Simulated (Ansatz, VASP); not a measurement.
One calculation of CuO, two programs

```
Cu O
1.0
     1.99097   -2.15355    0.00000
     1.99097    2.15355    0.00000
     0.00000    0.00000    5.15593
Cu O
2 2
Cartesian
  0.9955 1.0768 0.0000
  0.9955 -1.0768 2.5780
  1.9910 0.0000 1.2890
  1.9910 0.0000 3.8669
```

Alike in both runs: task single point; functional PBEsol; k mesh 4 × 4 × 2; occupations gaussian, width 0.1 eV; no spin polarisation.

|  | VASP | Ansatz |
| --- | --- | --- |
| version | VASP 6.6.1 | Ansatz 0.2.0 |
| potentials or method | VASP PAW PBE potentials, release 64 (Cu, O), cutoff 520 eV | scalar-relativistic, plane waves, PAW |
| valence electrons in the cell | 34 | 50 |

VASP gave:

| Quantity | Value |
| --- | --- |
| gap on the k mesh at the Fermi level (eV) | none |
| pressure (GPa) | -5.5 |
| traceless stress, the component that is largest in VASP (GPa) | -2.48 |

Estimate Ansatz's values.

gap on the k mesh at the Fermi level (eV): none; pressure (GPa): -6.2; traceless stress, the component that is largest in VASP (GPa): -2.73.

VASP's potentials were made for PBE, not for PBEsol. A gap of «none» marks a metal or a gap that the smearing closes. VASP's potentials hold 34 valence electrons a cell and Ansatz's 50, so a difference there can come from the potentials and not from the codes.

The k mesh is coarse, so the values compare programs but aren't converged.
